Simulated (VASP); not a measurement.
# LiCaSc: single point with PBE

LiCaSc:

```
Li Ca Sc
1.0
     4.03636    0.00000    0.00000
    -2.01818    3.49559    0.00000
     0.00000    0.00000    4.33169
Li Ca Sc
1 1 1
Direct
  0.00000 0.00000 0.50000
  0.66667 0.33333 0.00000
  0.33333 0.66667 0.50000
```

This cell differs from its parent crystal: volume scaled by 1.02.

```yaml
Program: VASP 6.6.1
Task: single point
Functional: PBE
Potentials_or_basis: VASP PAW PBE potentials, release 64 (Li_sv, Ca_sv, Sc_sv)
Cutoff: 520 eV
k_mesh: 8 × 8 × 6
Occupations: fermi-dirac, width 0.05 eV
Spin: no spin polarisation
Dipole_correction: no
Further_INCAR_settings: ALGO = Normal; EDIFF = 1e-06; NBANDS = 19
```

```json
{
  "Band gap on the k mesh": "zero (band 12 reaches 3.77 eV, above the bottom of band 13 at 3.49 eV)"
}
```

Levels at points of the mesh, in eV from the Fermi level:
```tsv
k point	band 10	band 11	band 12	band 13	band 14	band 15
(0.00, 0.00, 0.00)	-4.54	-0.74	0.08	0.08	1.60	1.60
(0.50, 0.00, 0.00)	-2.31	-1.16	-0.57	0.08	1.00	1.84
(0.00, 0.00, 0.50)	-2.64	-2.48	-0.14	-0.14	0.88	0.88
(0.50, 0.00, 0.50)	-1.37	-1.34	0.09	0.44	1.23	1.90
```

It took 48 s on 1 thread of Intel Xeon 6975P-C (shared host), peak memory 0.21 GiB.
